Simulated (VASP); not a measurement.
# ScPb (P-6m2) in VASP: further runs

The runs below take ScPb through single point, relaxation of cell and atoms, with PBE.

Everything below comes from runs of VASP 6.6.1. Logs are shortened: lines on timing, memory, paths and dates and some standing lists are left out, and cuts for length are marked.

### 1 The cell of the first run

The structure is hexagonal, space group P-6m2 (No. 187). The conventional cell has a = 3.502 Å, b = 3.502 Å, c = 4.837 Å, α = 90.00°, β = 90.00°, γ = 120.00°. Sc (site symmetry -6m2) has 6 Pb at 3.15 Å and 6 Sc at 3.50 Å within 4.1 Å. Within 4.1 Å of Pb (site symmetry -6m2) lie 6 Sc at 3.15 Å and 6 Pb at 3.50 Å.

### 2 Single point, PBE

INCAR reads:

```
ALGO = Normal
EDIFF = 1E-6
ENCUT = 520
GGA = PE
ISIF = 2
ISMEAR = -1
LASPH = True
LCHARG = False
LREAL = False
LWAVE = False
NBANDS = 20
NELM = 100
PREC = Accurate
SIGMA = 0.15
```

KPOINTS reads:

```
k-points
0
Gamma
  15 15 10
```

POSCAR reads:

```
ScPb
1.0
    3.5016157493      0.0000000000      0.0000000000
   -1.7508078747      3.0324881932      0.0000000000
    0.0000000000      0.0000000000      4.8367451242
Sc Pb
1 1
Direct
    0.0000000000      0.0000000000      0.5000000000
    0.6666666667      0.3333333333      0.0000000000
```

Potentials or basis: VASP PAW PBE potentials, release 64 (Sc_sv, Pb_d).

Started as:

```bash
$ cat potpaw_PBE.64/Sc_sv/POTCAR potpaw_PBE.64/Pb_d/POTCAR > POTCAR
$ mpirun -np 1 vasp_std > vasp.out
```

OUTCAR:

```text
EDIFF = 1E-6
   ENCUT = 520
   GGA = PE
   ISIF = 2
   ISMEAR = -1
   LASPH = True
   LREAL = False
   NELM = 100
   PREC = Accurate

 ion  position               nearest neighbor table
   1  0.000  0.000  0.500-   2 3.15   2 3.15   2 3.15   2 3.15   2 3.15   2 3.15
   2  0.667  0.333  0.000-   1 3.15   1 3.15   1 3.15   1 3.15   1 3.15   1 3.15

  LATTYP: Found a hexagonal cell.
 ALAT       =     3.5016157493
 C/A-ratio  =     1.3812895162

  Lattice vectors:

 A1 = (   3.5016157493,   0.0000000000,   0.0000000000)
 A2 = (  -1.7508078747,   3.0324881932,   0.0000000000)
 A3 = (   0.0000000000,   0.0000000000,   4.8367451242)

Analysis of symmetry for initial positions (statically):
=====================================================================
 Subroutine PRICEL returns:
 Original cell was already a primitive cell.

 Routine SETGRP: Setting up the symmetry group for a
 hexagonal supercell.

 Subroutine GETGRP returns: Found 12 space group operations
 (whereof 12 operations were pure point group operations)
 out of a pool of 24 trial point group operations.

The static configuration has the point symmetry D_3h.

Analysis of symmetry for dynamics (positions and initial velocities):
=====================================================================
 Subroutine PRICEL returns:
 Original cell was already a primitive cell.

 Routine SETGRP: Setting up the symmetry group for a
 hexagonal supercell.

 Subroutine GETGRP returns: Found 12 space group operations
 (whereof 12 operations were pure point group operations)
 out of a pool of 24 trial point group operations.

The dynamic configuration has the point symmetry D_3h.

 Subroutine INISYM returns: Found 12 space group operations
 (whereof 12 operations are pure point group operations),
 and found     1 'primitive' translations

----------------------------------------------------------------------------------------

                                     Primitive cell

  volume of cell :      51.3595

  direct lattice vectors                    reciprocal lattice vectors
     3.501615749  0.000000000  0.000000000     0.285582449  0.164881104  0.000000000
    -1.750807875  3.032488193  0.000000000     0.000000000  0.329762207  0.000000000
     0.000000000  0.000000000  4.836745124     0.000000000  0.000000000  0.206750609

  length of vectors
     3.501615749  3.501615749  4.836745124     0.329762207  0.329762207  0.206750609

  position of ions in fractional coordinates (direct lattice)
     0.000000000  0.000000000  0.500000000
     0.666666667  0.333333333  0.000000000

  ion indices of the primitive-cell ions
   primitive index   ion index
                 1           1
                 2           2

----------------------------------------------------------------------------------------

 KPOINTS: k-points

Automatic generation of k-mesh.
 Grid dimensions read from file:
 generate k-points for:   15   15   10

 Generating k-lattice:

  Cartesian coordinates                     Fractional coordinates (reciprocal lattice)
     0.019038830  0.010992074  0.000000000     0.066666667 -0.000000000  0.000000000
     0.000000000  0.021984147  0.000000000     0.000000000  0.066666667  0.000000000
     0.000000000  0.000000000  0.020675061     0.000000000  0.000000000  0.100000000

  Length of vectors
     0.021984147  0.021984147  0.020675061

  Shift w.r.t. Gamma in fractional coordinates (k-lattice)
     0.000000000  0.000000000  0.000000000

 Subroutine IBZKPT returns following result:
 ===========================================

 Found    162 irreducible k-points:

 Following reciprocal coordinates:
            Coordinates               Weight
  0.000000  0.000000  0.000000      1.000000
  0.066667 -0.000000  0.000000      6.000000
  0.133333  0.000000  0.000000      6.000000
  0.200000  0.000000  0.000000      6.000000
  0.266667  0.000000  0.000000      6.000000
  0.333333  0.000000  0.000000      6.000000
[... 16 lines left out ...]
  0.333333  0.200000  0.000000     12.000000
  0.400000  0.200000  0.000000      6.000000
 [... further k-points ...]
   k-points           NKPTS =    162   k-points in BZ     NKDIM =    162   number of bands    NBANDS=     20
   number of dos      NEDOS =    301   number of ions     NIONS =      2
   total plane-waves  NPLWV =  28224
   dimension x,y,z NGX =    28 NGY =   28 NGZ =   36
   dimension x,y,z NGXF=    56 NGYF=   56 NGZF=   72
   ions per type =               1   1
   NGX,Y,Z   is equivalent  to a cutoff of  13.29, 13.29, 12.37 a.u.
   NGXF,Y,Z  is equivalent  to a cutoff of  26.59, 26.59, 24.75 a.u.
 SYSTEM =  unknown system
   PREC   = accura    normal or accurate (medium, high low for compatibility)
   ISTART =      0    job   : 0-new  1-cont  2-samecut
   ICHARG =      2    charge: 1-file 2-atom 10-const
   ISPIN  =      1    spin polarized calculation?
   LNONCOLLINEAR =      F non collinear calculations
   LSORBIT =      F    spin-orbit coupling
   LASPH  =      T    aspherical Exc in radial PAW
   ENCUT  =  520.0 eV  38.22 Ry    6.18 a.u.   6.51  6.51  8.99*2*pi/ulx,y,z
   NELM   =    100;   NELMIN=  2; NELMDL= -5     # of ELM steps
   EDIFF  = 0.1E-05   stopping-criterion for ELM
   LREAL  =      F    real-space projection
   EDIFFG = 0.1E-04   stopping-criterion for IOM
   NSW    =      0    number of steps for IOM
   IBRION =     -1    ionic relax: 0-MD 1-quasi-New 2-CG
   NFREE  =      0    steps in history (QN), initial steepest desc. (CG)
   ISIF   =      2    stress and relaxation
   ISYM   =      2    0-nonsym 1-usesym 2-fastsym
   POTIM  = 0.5000    time-step for ionic-motion
   TEBEG  =    0.0;   TEEND  =   0.0 temperature during run
   PSTRESS=    0.0 pullay stress
   NELECT =      25.0000    total number of electrons
   NUPDOWN=      -1.0000    fix difference up-down
   EMIN   =  10.00;   EMAX   =-10.00  energy-range for DOS
   EFERMI =   0.00;   METHOD = LEGACY
   ISMEAR =    -1;   SIGMA  =   0.15  broadening in eV -4-tet -1-fermi 0-gaus
   EFERMI_NEDOS =   21; number of points for ismear=-14 and -15
   IALGO  =     38    algorithm
   IMIX   =      4    mixing-type and parameters
     AMIX     =   0.40;   BMIX     =  1.00
     AMIX_MAG =   1.60;   BMIX_MAG =  1.00
  volume/ion in A,a.u.               =      25.68       173.30
  Fermi-wavevector in a.u.,A,eV,Ry     =   1.287798  2.433586 22.564240  1.658425
  Thomas-Fermi vector in A             =   2.419791
   LORBIT       =      0    0 simple, 1 ext, 2 COOP (PROOUT), +10 PAW based schemes
   GGA     = PE    functional components
   LHFCALC =     F    Hartree Fock is set to
   AEXX    =    0.0000 exact exchange contribution
   IVDW    =     0    specifies the selected vdW correction
   LEPSILON=     F    determine dielectric tensor
   LRPA    =     F    only Hartree local field effects (RPA)
 non-spin polarized calculation
  energy-cutoff  :      520.00
  volume of cell :       51.36
 maximum number of plane-waves:      1416
 NGX is ok and might be reduce to    28

 number of electron      25.0000003 magnetization

 Free energy of the ion-electron system (eV)
  ---------------------------------------------------
  ext. energy  EPLUGINS =         0.00000000
  ---------------------------------------------------
  free energy    TOTEN  =       -10.42990996 eV

  energy without entropy =      -10.26257440  energy(sigma->0) =      -10.34624218

 E-fermi :   6.3263     XC(G=0): -10.3438

 val. band max:        6.3261694593   @ k =   0.3333   0.0667   0.5000
 cond. band min:       6.3301021148   @ k =   0.2667   0.2000   0.5000
 fundamental gap:      0.0039326554
 Fermi energy:         6.3262567624

 k-point     1 :       0.0000    0.0000    0.0000
  band No.  band energies     occupation
      1     -43.5560      2.00000
      2     -22.2266      2.00000
      3     -22.0953      2.00000
      4     -22.0953      2.00000
      5     -10.4667      2.00000
      6     -10.4667      2.00000
[... 12 lines left out ...]
     19      13.1673      0.00000
     20      15.3968      0.00000

 k-point     2 :       0.0667   -0.0000    0.0000
  band No.  band energies     occupation
      1     -43.5553      2.00000
      2     -22.2257      2.00000
      3     -22.1020      2.00000
      4     -22.0969      2.00000
      5     -10.4695      2.00000
      6     -10.4561      2.00000
[... 12 lines left out ...]
     19      12.8966      0.00000
     20      15.5207      0.00000

 k-point     3 :       0.1333    0.0000    0.0000
  band No.  band energies     occupation
      1     -43.5534      2.00000
      2     -22.2231      2.00000
      3     -22.1210      2.00000
      4     -22.1013      2.00000
      5     -10.4802      2.00000
      6     -10.4259      2.00000
[... 12 lines left out ...]
     19      12.2730      0.00000
     20      15.3437      0.00000

 k-point     4 :       0.2000    0.0000    0.0000
  band No.  band energies     occupation
      1     -43.5505      2.00000
      2     -22.2194      2.00000
      3     -22.1488      2.00000
      4     -22.1078      2.00000
      5     -10.4977      2.00000
      6     -10.3812      2.00000
[... 12 lines left out ...]
     19      11.5558      0.00000
     20      15.0563      0.00000

 k-point     5 :       0.2667    0.0000    0.0000
  band No.  band energies     occupation
      1     -43.5471      2.00000
      2     -22.2151      2.00000
      3     -22.1805      2.00000
      4     -22.1154      2.00000
      5     -10.5186      2.00000
      6     -10.3629      2.00000
[... 12 lines left out ...]
     19      10.8795      0.00000
     20      14.7614      0.00000
[... 353 lines left out ...]
      6     -10.3841      2.00000
[... 12 lines left out ...]
     19      10.6590      0.00000
     20      14.8385      0.00000

 k-point    22 :       0.2667    0.2000    0.0000
  band No.  band energies     occupation
      1     -43.5408      2.00000
      2     -22.2182      2.00000
      3     -22.2070      2.00000
      4     -22.1515      2.00000
      5     -10.4678      2.00000
      6     -10.3970      2.00000
[... 12 lines left out ...]
     19      10.7477      0.00000
     20      14.2059      0.00000

 k-point    23 :       0.3333    0.2000    0.0000
  band No.  band energies     occupation
      1     -43.5392      2.00000
      2     -22.2271      2.00000
      3     -22.2049      2.00000
      4     -22.1612      2.00000
      5     -10.4678      2.00000
      6     -10.4053      2.00000
[... 12 lines left out ...]
     19      11.1383      0.00000
     20      13.6343      0.00000

 k-point    24 :       0.4000    0.2000    0.0000
  band No.  band energies     occupation
      1     -43.5386      2.00000
      2     -22.2301      2.00000
      3     -22.2042      2.00000
      4     -22.1647      2.00000
      5     -10.4685      2.00000
      6     -10.4081      2.00000
[... 12 lines left out ...]
     19      11.4173      0.00000
     20      13.3646      0.00000

 [... further k-points ...]

------------------------ aborting loop because EDIFF is reached ----------------------------------------

  FORCE on cell =-STRESS in cart. coord.  units (eV):
  Direction    XX          YY          ZZ          XY          YZ          ZX
  --------------------------------------------------------------------------------------
  -------------------------------------------------------------------------------------
  Total        0.0017957      0.0017957      0.0136077     -0.0000000     -0.0000000     -0.0000000
  in kB        0.0560187      0.0560187      0.4244981     -0.0000000     -0.0000000     -0.0000000
  external PRESSURE =       0.1788452 kB  Pullay stress =       0.0000000 kB

 VOLUME and BASIS-vectors are now :
 -----------------------------------------------------------------------------
  energy-cutoff  :      520.00
  volume of cell :       51.36
      direct lattice vectors                 reciprocal lattice vectors
     3.501615749  0.000000000  0.000000000     0.285582449  0.164881104  0.000000000
    -1.750807875  3.032488193  0.000000000     0.000000000  0.329762207  0.000000000
     0.000000000  0.000000000  4.836745124     0.000000000  0.000000000  0.206750609

 POSITION                                       TOTAL-FORCE (eV/Angst)
 -----------------------------------------------------------------------------------
      0.00000      0.00000      2.41837         0.000000     -0.000000      0.000000
      1.75081      1.01083      0.00000        -0.000000      0.000000      0.000000
 -----------------------------------------------------------------------------------
    total drift:                               -0.000000      0.000000      0.000000

  FREE ENERGIE OF THE ION-ELECTRON SYSTEM (eV)
  ---------------------------------------------------
  free  energy   TOTEN  =       -10.4299099632 eV

  energy  without entropy=      -10.2625743966  energy(sigma->0) =      -10.34624218
```

Wall time 1.7 min (1 thread of Intel Xeon 6975P-C (Granite Rapids), shared host); peak memory 0.29 GiB.

Results:

```
Free energy : -10.4299 eV
Pressure    : 0.0 GPa
```

Caveat: spin-orbit coupling is left out, which moves the levels of the heavy elements.

### 3 Relaxation of cell and atoms, PBE

This run uses another cell than the first one, of 25.57 Å³/atom, 0.996 times its volume.

INCAR reads:

```
ALGO = Normal
EDIFF = 1E-6
EDIFFG = -0.001
ENCUT = 600
GGA = PE
IBRION = 2
ISIF = 3
ISMEAR = -1
LASPH = T
LCHARG = F
LREAL = F
LWAVE = F
NELM = 100
NSW = 80
PREC = Accurate
SIGMA = 0.15
```

KPOINTS is that of step 2.

POSCAR reads:

```
ScPb
1.0
    3.4863729240      0.0000000000      0.0000000000
   -1.7431864620      3.0192875192      0.0000000000
    0.0000000000      0.0000000000      4.8589143179
Sc Pb
1 1
Direct
    0.0000000000      0.0000000000      0.5000000000
    0.6666666667      0.3333333333      0.0000000000
```

Potentials or basis: VASP PAW PBE potentials, release 64 (Sc_sv, Pb_d).

Started as:

```bash
$ cat potpaw_PBE.64/Sc_sv/POTCAR potpaw_PBE.64/Pb_d/POTCAR > POTCAR
$ mpirun -np 1 vasp_std > vasp.out
```

It took 5.7 min on 1 thread of Intel Xeon 6975P-C (Granite Rapids), shared host; peak memory 0.32 GiB.

The run converged. Its results:

```yaml
Free_energy: -10.4301 eV
Relaxed_volume: 25.71 Å³/atom
Relaxed_cell: a = 3.502 Å, b = 3.502 Å, c = 4.840 Å, α = 90.00°, β = 90.00°, γ = 120.00°
Space_group_after_relaxing_to_0.05_Å: P-6m2 (No. 187)
Energy_gained_by_relaxing: 0.3 meV/atom
Ionic_steps: 9
Pressure_after_relaxing: 0.0 GPa
```

Step by step:
| step | energy change (eV) | largest force (eV/Å) | pressure (GPa) | volume (Å³) |
| --- | --- | --- | --- | --- |
| 1 | 0.0000 | 0.0000 | 0.28 | 51.15 |
| 2 | -0.0004 | 0.0000 | -0.10 | 51.47 |
| 3 | -0.0004 | 0.0000 | -0.09 | 51.47 |
| 4 | -0.0005 | 0.0000 | -0.06 | 51.44 |
| 5 | -0.0005 | 0.0000 | -0.01 | 51.41 |
| 6 | -0.0005 | 0.0000 | 0.00 | 51.41 |
| 7 | -0.0005 | 0.0000 | -0.01 | 51.42 |
| 8 | -0.0005 | 0.0000 | 0.00 | 51.41 |
| 9 | -0.0005 | 0.0000 | 0.00 | 51.41 |

Final structure:
```cif
data_structure
_symmetry_space_group_name_H-M 'P 1'
_symmetry_Int_Tables_number 1
_cell_length_a 3.5022
_cell_length_b 3.5022
_cell_length_c 4.8402
_cell_angle_alpha 90.000
_cell_angle_beta 90.000
_cell_angle_gamma 120.000
_cell_volume 51.41
loop_
_atom_site_label
_atom_site_type_symbol
_atom_site_fract_x
_atom_site_fract_y
_atom_site_fract_z
_atom_site_occupancy
Sc1 Sc 0.00000 0.00000 0.50000 1
Pb1 Pb 0.66667 0.33333 0.00000 1
```

Levels at points of the mesh, in eV from the Fermi level:
```
           k point  band 10  band 11  band 12  band 13  band 14  band 15  band 16
(0.00, 0.00, 0.00)   -10.75    -1.85    -1.50     1.10     1.10     2.17     2.17
(0.00, 0.00, 0.50)   -10.24    -5.00     0.48     1.34     1.34     1.95     1.95
```

Caveat: spin-orbit coupling is left out, which moves the levels of the heavy elements.

### 4 Single point, PBE

This run uses another cell than the first one, of 25.57 Å³/atom, 0.996 times its volume.

INCAR reads:

```
PREC = Accurate ; ENCUT = 520
EDIFF = 1E-7 ; ISMEAR = 0
SIGMA = 0.1 ; LREAL = False
LASPH = True ; NELM = 100
ALGO = Normal ; ISIF = 2
LWAVE = False ; LCHARG = False
GGA = PE ; NBANDS = 20
```

KPOINTS reads:

```
regular mesh
0
Gamma
  15 15 10
```

POSCAR is that of step 3.

Started as:

```bash
$ cat potpaw_PBE.64/Sc_sv/POTCAR potpaw_PBE.64/Pb_d/POTCAR > POTCAR
$ mpirun -np 1 vasp_std > vasp.out
```

Run time: 95 s. Hardware: 1 thread of Intel Xeon Platinum 8488C (Sapphire Rapids), shared host; peak memory 0.3 GiB.

It converged, with:

```yaml
Free_energy: -10.3451 eV
Pressure: 0.0 GPa
```

Levels at points of the mesh, in eV from the Fermi level:
```
           k point  band 9  band 10  band 11  band 12  band 13  band 14  band 15  band 16  band 17  band 18
(0.00, 0.00, 0.00)  -16.60   -10.77    -1.88    -1.52     1.14     1.14     2.21     2.21     3.40     6.96
(0.00, 0.00, 0.50)  -16.60   -10.27    -5.00     0.45     1.36     1.36     2.00     2.00     6.94     6.94
```

Caveat: spin-orbit coupling is left out, which moves the levels of the heavy elements.

### 5 Relaxation of cell and atoms, PBE

This run uses another cell than the first one, of the same volume but with other edges.

INCAR reads:

```
SYSTEM = ScPb
ALGO = Normal
EDIFF = 1E-6
EDIFFG = -0.005
ENCUT = 600
GGA = PE
IBRION = 2
ISIF = 3
ISMEAR = 0
LASPH = .TRUE.
LCHARG = .FALSE.
LREAL = .FALSE.
LWAVE = .FALSE.
NELM = 100
NSW = 100
PREC = Accurate
SIGMA = 0.1
```

KPOINTS reads:

```
k-points
0
G
  15 15 10
  0 0 0
```

POSCAR reads:

```
ScPb
1.0
    3.5440910289      0.0000000000      0.0000000000
   -1.7720455145      3.0692728643      0.0000000000
    0.0000000000      0.0000000000      4.7208297093
Sc Pb
1 1
Direct
    0.0000000000      0.0000000000      0.5000000000
    0.6666666667      0.3333333333      0.0000000000
```

Started as:

```bash
$ cat potpaw_PBE.64/Sc_sv/POTCAR potpaw_PBE.64/Pb_d/POTCAR > POTCAR
$ mpirun -np 1 vasp_std > vasp.out
```

It took 7.2 min on 1 thread of Intel Xeon Platinum 8488C (Sapphire Rapids), shared host; peak memory 0.33 GiB.

It converged, with:

| Item | Value |
| --- | --- |
| Free energy | -10.3453 eV |
| Relaxed volume | 25.60 Å³/atom |
| Relaxed cell | a = 3.487 Å, b = 3.487 Å, c = 4.862 Å, α = 90.00°, β = 90.00°, γ = 120.00° |
| Space group after relaxing (to 0.05 Å) | P-6m2 (No. 187) |
| Energy gained by relaxing | 5.3 meV/atom |
| Ionic steps | 6 |
| Pressure after relaxing | 0.0 GPa |

The path:
```csv
step,energy change (eV),largest force (eV/Å),pressure (GPa),volume (Å³)
1,0.0000,0.0000,0.16,51.35
2,-0.0055,0.0000,-0.18,51.54
3,-0.0066,0.0000,-0.98,52.05
4,-0.0092,0.0000,-0.61,51.80
5,-0.0104,0.0000,0.32,50.93
6,-0.0107,0.0000,0.01,51.21
```

Final structure:
```
Sc Pb
1.0
     3.48745    0.00000    0.00000
    -1.74373    3.02022    0.00000
     0.00000    0.00000    4.86172
Sc Pb
1 1
Direct
  0.00000 0.00000 0.50000
  0.66667 0.33333 0.00000
```

Levels at points of the mesh, in eV from the Fermi level:
| k point | band 11 | band 12 | band 13 | band 14 | band 15 | band 16 |
| --- | --- | --- | --- | --- | --- | --- |
| (0.00, 0.00, 0.00) | -1.88 | -1.52 | 1.14 | 1.14 | 2.20 | 2.20 |
| (0.00, 0.00, 0.50) | -5.00 | 0.45 | 1.36 | 1.36 | 2.00 | 2.00 |

Caveat: spin-orbit coupling is left out, which moves the levels of the heavy elements.

### 6 Overview

| task | cell | cutoff (eV) | smearing | gap on the mesh (eV) | pressure (GPa) | relaxed volume (Å³/atom) |
| --- | --- | --- | --- | --- | --- | --- |
| single point | a = 3.502, b = 3.502, c = 4.837 Å, angles 90.0, 90.0, 120.0°, 2 atoms | 520 | fermi-dirac 0.15 eV | none | 0.0 | - |
| relaxation of cell and atoms | relaxed from a = 3.486, b = 3.486, c = 4.859 Å, angles 90.0, 90.0, 120.0°, 2 atoms | 600 | fermi-dirac 0.15 eV | none | 0.0 | 25.71 |
| single point | a = 3.486, b = 3.486, c = 4.859 Å, angles 90.0, 90.0, 120.0°, 2 atoms | 520 | gaussian 0.1 eV | none | 0.0 | - |
| relaxation of cell and atoms | relaxed from a = 3.544, b = 3.544, c = 4.721 Å, angles 90.0, 90.0, 120.0°, 2 atoms | 600 | gaussian 0.1 eV | none | 0.0 | 25.60 |

Alike in all rows: level PBE; potentials or basis VASP PAW PBE potentials, release 64 (Sc_sv, Pb_d); no spin polarisation; k mesh 15 × 15 × 10.

Caveats: spin-orbit coupling is left out, which moves the levels of the heavy elements.

Absolute energies hang on the potentials; compare differences alone.
